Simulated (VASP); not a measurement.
# Sb2Se3 (R-3m) in VASP: single point with PBEsol

Aim: the single point of Sb2Se3 with PBEsol.

All numbers are computed with VASP 6.6.1; they aren't measurements. Logs are shortened: lines on timing, memory, paths and dates and some standing lists are left out, and cuts for length are marked.

## 1. The cell of the first run

Symmetry: R-3m, No. 166, trigonal system. Conventional cell: a = 4.017 Å, b = 4.017 Å, c = 28.197 Å, α = 90.00°, β = 90.00°, γ = 120.00°. Within 3.7 Å of Sb (site symmetry 3m) lie 6 Se at 2.79 to 2.97 Å. Se (site symmetry -3m) has 6 Sb at 2.97 Å and 12 Se at 4.02 to 4.13 Å within 4.2 Å. Se (site symmetry 3m) has 3 Sb at 2.79 Å and 3 Se at 3.46 Å within 3.7 Å.

## 2. Single point, PBEsol

INCAR reads:

```
SYSTEM = Sb2Se3
PREC = Accurate
ENCUT = 500
EDIFF = 1E-6
ISMEAR = 0
SIGMA = 0.02
LREAL = .FALSE.
LASPH = .TRUE.
NELM = 120
ALGO = Normal
ISIF = 2
LWAVE = .FALSE.
LCHARG = .TRUE.
GGA = PS
LELF = .TRUE.
LVHAR = .TRUE.
NBANDS = 22
GGA_COMPAT = .FALSE.
```

KPOINTS reads:

```
regular mesh
0
G
  10 10 10
  0 0 0
```

POSCAR reads:

```
Sb2Se3
1.0
    2.0084697105     -1.1595905280      9.3989833287
    0.0000000000      2.3191810561      9.3989833287
   -2.0084697105     -1.1595905280      9.3989833287
Sb Se
2 3
Direct
    0.3992348814      0.3992348814      0.3992348814
    0.6007651186      0.6007651186      0.6007651186
    0.0000000000      0.0000000000      0.0000000000
    0.2122769487      0.2122769487      0.2122769487
    0.7877230513      0.7877230513      0.7877230513
```

Potentials or basis: VASP PAW PBE potentials, release 64 (Sb, Se).

The run is started by

```
cat potpaw_PBE.64/Sb/POTCAR potpaw_PBE.64/Se/POTCAR > POTCAR
mpirun -np 1 vasp_std > vasp.out
```

OUTCAR:

```text
SYSTEM = Sb2Se3
   PREC = Accurate
   ENCUT = 500
   EDIFF = 1E-6
   ISMEAR = 0
   LREAL = .FALSE.
   LASPH = .TRUE.
   NELM = 120
   ISIF = 2
   GGA = PS

 ion  position               nearest neighbor table
   1  0.399  0.399  0.399-   5 2.79   5 2.79   5 2.79   3 2.97   3 2.97   3 2.97
   2  0.601  0.601  0.601-   4 2.79   4 2.79   4 2.79   3 2.97   3 2.97   3 2.97
   3  0.000  0.000  0.000-   2 2.97   2 2.97   1 2.97   1 2.97   1 2.97   2 2.97
   4  0.212  0.212  0.212-   2 2.79   2 2.79   2 2.79
   5  0.788  0.788  0.788-   1 2.79   1 2.79   1 2.79

  LATTYP: Found a trigonal (rhomboedric) cell.
 ALAT       =     9.6808826242
 COS(alpha) =     0.9139143705

  Lattice vectors:

 A1 = (   2.0084697105,  -1.1595905280,   9.3989833287)
 A2 = (   0.0000000000,   2.3191810561,   9.3989833287)
 A3 = (  -2.0084697105,  -1.1595905280,   9.3989833287)

Analysis of symmetry for initial positions (statically):
=====================================================================
 Subroutine PRICEL returns:
 Original cell was already a primitive cell.

 Routine SETGRP: Setting up the symmetry group for a
 trigonal (rhombohedral) supercell.

 Subroutine GETGRP returns: Found 12 space group operations
 (whereof 12 operations were pure point group operations)
 out of a pool of 12 trial point group operations.

The static configuration has the point symmetry D_3d.

Analysis of symmetry for dynamics (positions and initial velocities):
=====================================================================
 Subroutine PRICEL returns:
 Original cell was already a primitive cell.

 Routine SETGRP: Setting up the symmetry group for a
 trigonal (rhombohedral) supercell.

 Subroutine GETGRP returns: Found 12 space group operations
 (whereof 12 operations were pure point group operations)
 out of a pool of 12 trial point group operations.

The dynamic configuration has the point symmetry D_3d.

 Subroutine INISYM returns: Found 12 space group operations
 (whereof 12 operations are pure point group operations),
 and found     1 'primitive' translations

----------------------------------------------------------------------------------------

                                     Primitive cell

  volume of cell :     131.3415

  direct lattice vectors                    reciprocal lattice vectors
     2.008469711 -1.159590528  9.398983329     0.248945751 -0.143728896  0.035464829
     0.000000000  2.319181056  9.398983329     0.000000000  0.287457792  0.035464829
    -2.008469711 -1.159590528  9.398983329    -0.248945751 -0.143728896  0.035464829

  length of vectors
     9.680882624  9.680882624  9.680882624     0.289637250  0.289637250  0.289637250

  position of ions in fractional coordinates (direct lattice)
     0.399234881  0.399234881  0.399234881
     0.600765119  0.600765119  0.600765119
     0.000000000  0.000000000  0.000000000
     0.212276949  0.212276949  0.212276949
     0.787723051  0.787723051  0.787723051

  ion indices of the primitive-cell ions
   primitive index   ion index
                 1           1
                 2           2
                 3           3
                 4           4
                 5           5

----------------------------------------------------------------------------------------

 KPOINTS: regular mesh

Automatic generation of k-mesh.
 Grid dimensions read from file:
 generate k-points for:   10   10   10

 Generating k-lattice:

  Cartesian coordinates                     Fractional coordinates (reciprocal lattice)
     0.024894575 -0.014372890  0.003546483     0.100000000  0.000000000  0.000000000
     0.000000000  0.028745779  0.003546483    -0.000000000  0.100000000 -0.000000000
    -0.024894575 -0.014372890  0.003546483     0.000000000  0.000000000  0.100000000

  Length of vectors
     0.028963725  0.028963725  0.028963725

  Shift w.r.t. Gamma in fractional coordinates (k-lattice)
     0.000000000  0.000000000  0.000000000

 Subroutine IBZKPT returns following result:
 ===========================================

 Found    116 irreducible k-points:

 Following reciprocal coordinates:
            Coordinates               Weight
  0.000000  0.000000  0.000000      1.000000
  0.100000 -0.000000  0.000000      6.000000
  0.200000 -0.000000  0.000000      6.000000
  0.300000  0.000000  0.000000      6.000000
  0.400000  0.000000  0.000000      6.000000
  0.500000 -0.000000  0.000000      3.000000
[... 16 lines left out ...]
  0.300000  0.300000  0.000000      6.000000
  0.400000  0.300000  0.000000     12.000000
 [... further k-points ...]
   k-points           NKPTS =    116   k-points in BZ     NKDIM =    116   number of bands    NBANDS=     22
   number of dos      NEDOS =    301   number of ions     NIONS =      5
   total plane-waves  NPLWV = 373248
   dimension x,y,z NGX =    72 NGY =   72 NGZ =   72
   dimension x,y,z NGXF=   144 NGYF=  144 NGZF=  144
   ions per type =               2   3
   NGX,Y,Z   is equivalent  to a cutoff of  12.36, 12.36, 12.36 a.u.
   NGXF,Y,Z  is equivalent  to a cutoff of  24.73, 24.73, 24.73 a.u.
 SYSTEM =  Sb2Se3
   PREC   = accura    normal or accurate (medium, high low for compatibility)
   ISTART =      0    job   : 0-new  1-cont  2-samecut
   ICHARG =      2    charge: 1-file 2-atom 10-const
   ISPIN  =      1    spin polarized calculation?
   LNONCOLLINEAR =      F non collinear calculations
   LSORBIT =      F    spin-orbit coupling
   LASPH  =      T    aspherical Exc in radial PAW
   ENCUT  =  500.0 eV  36.75 Ry    6.06 a.u.  17.65 17.65 17.65*2*pi/ulx,y,z
   NELM   =    120;   NELMIN=  2; NELMDL= -5     # of ELM steps
   EDIFF  = 0.1E-05   stopping-criterion for ELM
   LREAL  =      F    real-space projection
   EDIFFG = 0.1E-04   stopping-criterion for IOM
   NSW    =      0    number of steps for IOM
   IBRION =     -1    ionic relax: 0-MD 1-quasi-New 2-CG
   NFREE  =      0    steps in history (QN), initial steepest desc. (CG)
   ISIF   =      2    stress and relaxation
   ISYM   =      2    0-nonsym 1-usesym 2-fastsym
   POTIM  = 0.5000    time-step for ionic-motion
   TEBEG  =    0.0;   TEEND  =   0.0 temperature during run
   PSTRESS=    0.0 pullay stress
   NELECT =      28.0000    total number of electrons
   NUPDOWN=      -1.0000    fix difference up-down
   EMIN   =  10.00;   EMAX   =-10.00  energy-range for DOS
   EFERMI =   0.00;   METHOD = LEGACY
   ISMEAR =     0;   SIGMA  =   0.02  broadening in eV -4-tet -1-fermi 0-gaus
   EFERMI_NEDOS =   21; number of points for ismear=-14 and -15
   IALGO  =     38    algorithm
   IMIX   =      4    mixing-type and parameters
     AMIX     =   0.40;   BMIX     =  1.00
     AMIX_MAG =   1.60;   BMIX_MAG =  1.00
  volume/ion in A,a.u.               =      26.27       177.27
  Fermi-wavevector in a.u.,A,eV,Ry     =   0.977973  1.848101 13.013033  0.956431
  Thomas-Fermi vector in A             =   2.108712
   LORBIT       =      0    0 simple, 1 ext, 2 COOP (PROOUT), +10 PAW based schemes
   GGA     = PS    functional components
   LHFCALC =     F    Hartree Fock is set to
   AEXX    =    0.0000 exact exchange contribution
   IVDW    =     0    specifies the selected vdW correction
   LEPSILON=     F    determine dielectric tensor
   LRPA    =     F    only Hartree local field effects (RPA)
 non-spin polarized calculation
 Gauss-broadening in eV      SIGMA  =   0.02
  energy-cutoff  :      500.00
  volume of cell :      131.34
 maximum number of plane-waves:      3376
   NGX = 35   NGY = 35   NGZ = 35

 number of electron      28.0000000 magnetization

 Free energy of the ion-electron system (eV)
  ---------------------------------------------------
  ext. energy  EPLUGINS =         0.00000000
  ---------------------------------------------------
  free energy    TOTEN  =       -21.99222361 eV

  energy without entropy =      -21.99222361  energy(sigma->0) =      -21.99222361

 E-fermi :   5.4624     XC(G=0):  -9.7004

 val. band max:        5.3149502077   @ k =   0.0000   0.0000   0.0000
 cond. band min:       5.5986390813   @ k =   0.0000   0.0000   0.0000
 fundamental gap:      0.2836888736
 Fermi energy:         5.4623693381

 k-point     1 :       0.0000    0.0000    0.0000
  band No.  band energies     occupation
      1      -9.3319      2.00000
      2      -8.4642      2.00000
      3      -8.0262      2.00000
      4      -3.4958      2.00000
      5      -2.4202      2.00000
      6       3.0652      2.00000
[... 14 lines left out ...]
     21      10.6003      0.00000
     22      11.7112      0.00000

 k-point     2 :       0.1000   -0.0000    0.0000
  band No.  band energies     occupation
      1      -9.2412      2.00000
      2      -8.3957      2.00000
      3      -7.9665      2.00000
      4      -3.5177      2.00000
      5      -2.5033      2.00000
      6       2.1144      2.00000
[... 14 lines left out ...]
     21      10.4472      0.00000
     22      10.9733      0.00000

 k-point     3 :       0.2000   -0.0000    0.0000
  band No.  band energies     occupation
      1      -8.9773      2.00000
      2      -8.2059      2.00000
      3      -7.8031      2.00000
      4      -3.6280      2.00000
      5      -2.7756      2.00000
      6       1.2008      2.00000
[... 14 lines left out ...]
     21       9.6553      0.00000
     22      11.0083      0.00000
[... 476 lines left out ...]
 k-point    23 :       0.3000    0.3000    0.0000
  band No.  band energies     occupation
      1      -8.5505      2.00000
      2      -8.0091      2.00000
      3      -7.5510      2.00000
      4      -3.8148      2.00000
      5      -3.3197      2.00000
      6      -0.0438      2.00000
[... 14 lines left out ...]
     21       9.1685      0.00000
     22      11.4175      0.00000

 k-point    24 :       0.4000    0.3000    0.0000
  band No.  band energies     occupation
      1      -8.2598      2.00000
      2      -7.8361      2.00000
      3      -7.4577      2.00000
      4      -4.0113      2.00000
      5      -3.6048      2.00000
      6      -0.2897      2.00000
[... 14 lines left out ...]
     21       9.3504      0.00000
     22      11.4157      0.00000

 [... further k-points ...]

------------------------ aborting loop because EDIFF is reached ----------------------------------------

  FORCE on cell =-STRESS in cart. coord.  units (eV):
  Direction    XX          YY          ZZ          XY          YZ          ZX
  --------------------------------------------------------------------------------------
  -------------------------------------------------------------------------------------
  Total        0.0544244      0.0544244      0.0545687     -0.0000000      0.0000000      0.0000000
  in kB        0.6638996      0.6638996      0.6656591     -0.0000000      0.0000000      0.0000000
  external PRESSURE =       0.6644861 kB  Pullay stress =       0.0000000 kB

 VOLUME and BASIS-vectors are now :
 -----------------------------------------------------------------------------
  energy-cutoff  :      500.00
  volume of cell :      131.34
      direct lattice vectors                 reciprocal lattice vectors
     2.008469711 -1.159590528  9.398983329     0.248945751 -0.143728896  0.035464829
     0.000000000  2.319181056  9.398983329     0.000000000  0.287457792  0.035464829
    -2.008469711 -1.159590528  9.398983329    -0.248945751 -0.143728896  0.035464829

 POSITION                                       TOTAL-FORCE (eV/Angst)
 -----------------------------------------------------------------------------------
      0.00000      0.00000     11.25721        -0.000000     -0.000000     -0.032733
      0.00000      0.00000     16.93974        -0.000000      0.000000      0.032733
      0.00000      0.00000      0.00000         0.000000      0.000000     -0.000000
      0.00000      0.00000      5.98556        -0.000000     -0.000000     -0.027603
      0.00000      0.00000     22.21139        -0.000000      0.000000      0.027603
 -----------------------------------------------------------------------------------
    total drift:                               -0.000000      0.000000     -0.000000

  FREE ENERGIE OF THE ION-ELECTRON SYSTEM (eV)
  ---------------------------------------------------
  free  energy   TOTEN  =       -21.9922236122 eV

  energy  without entropy=      -21.9922236122  energy(sigma->0) =      -21.99222361
```

Run time: 41 min. Hardware: 1 thread of Oxide Virtual Turin-like, shared host; peak memory 0.84 GiB.

Results:

```
Free energy            : -21.9922 eV
Pressure               : 0.1 GPa
Largest force          : 0.033 eV/Å
Band gap on the k mesh : 0.28 eV
```

Forces in eV/Å, atoms in the order of the input:
```
Sb   0.000  0.000 -0.033
Sb   0.000  0.000  0.033
Se   0.000  0.000  0.000
Se   0.000  0.000 -0.028
Se   0.000  0.000  0.028
```

Levels at points of the mesh, in eV from the valence-band top:
| k point | band 12 | band 13 | band 14 | band 15 | band 16 | band 17 |
| --- | --- | --- | --- | --- | --- | --- |
| (0.00, 0.00, 0.00) | -1.54 | -1.54 | 0.00 | 0.28 | 0.97 | 0.97 |
| (0.50, 0.00, 0.00) | -2.50 | -1.59 | -0.43 | 0.54 | 1.48 | 2.80 |
| (0.50, 0.50, 0.00) | -2.15 | -2.03 | -0.95 | 1.00 | 1.59 | 2.18 |
| (0.50, 0.50, 0.50) | -1.72 | -1.18 | -0.63 | 0.66 | 1.28 | 1.28 |

Caveat: semilocal functionals underestimate gaps, and a narrow one can read as zero; the PAW data sets were made with another functional, which shifts forces and pressure a little; spin-orbit coupling is left out, which moves the levels of the heavy elements.
